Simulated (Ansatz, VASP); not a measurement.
**Two plane-wave programs on TiSn3O8**

```
CELL_PARAMETERS angstrom
3.37472 -3.38016 -0.00035
3.37414 3.37957 0.00066
0.00021 0.00077 6.36396
ATOMIC_POSITIONS crystal
Ti 0.00000 0.00004 0.50000
Sn 0.50001 0.50002 0.74529
Sn 0.49999 0.50001 0.25471
Sn 0.00001 0.00000 0.00000
O 0.30630 0.30612 0.00000
O 0.29695 0.29682 0.50001
O 0.18958 0.81026 0.73843
O 0.18960 0.81028 0.26161
O 0.81040 0.18971 0.73838
O 0.81041 0.18972 0.26157
O 0.69373 0.69386 0.00000
O 0.70305 0.70316 0.49999
```

Change from the starting cell: cell x1, atoms moved at random (sigma 0.05 Å) and cell strained at random (1.5 %), then relaxed without symmetry.

Alike in both runs: functional PBE; k mesh 4 × 4 × 2; occupations gaussian, width 0.1 eV; no spin polarisation.

Ansatz relaxed the structure, and its values are those at the end. VASP's run is a single point on that final structure, the one shown.

|  | VASP | Ansatz |
| --- | --- | --- |
| version | VASP 6.6.1 | Ansatz 0.2.0 |
| potentials or method | VASP PAW PBE potentials, release 64 (Ti_sv, Sn_d, O), cutoff 520 eV | scalar-relativistic, plane waves, PAW |
| valence electrons in the cell | 102 | 102 |

```tsv
	VASP	Ansatz	Ansatz less VASP
gap on the k mesh at the Fermi level (eV)	1.73	1.75	+0.022
least direct gap on the mesh (eV)	1.84	1.86	+0.014
pressure (GPa)	0.6	0.0	-0.62
rms of the force components (eV/Å)	0.009	0.001	-0.0080
```

The k mesh is coarse, so the values compare programs but aren't converged.
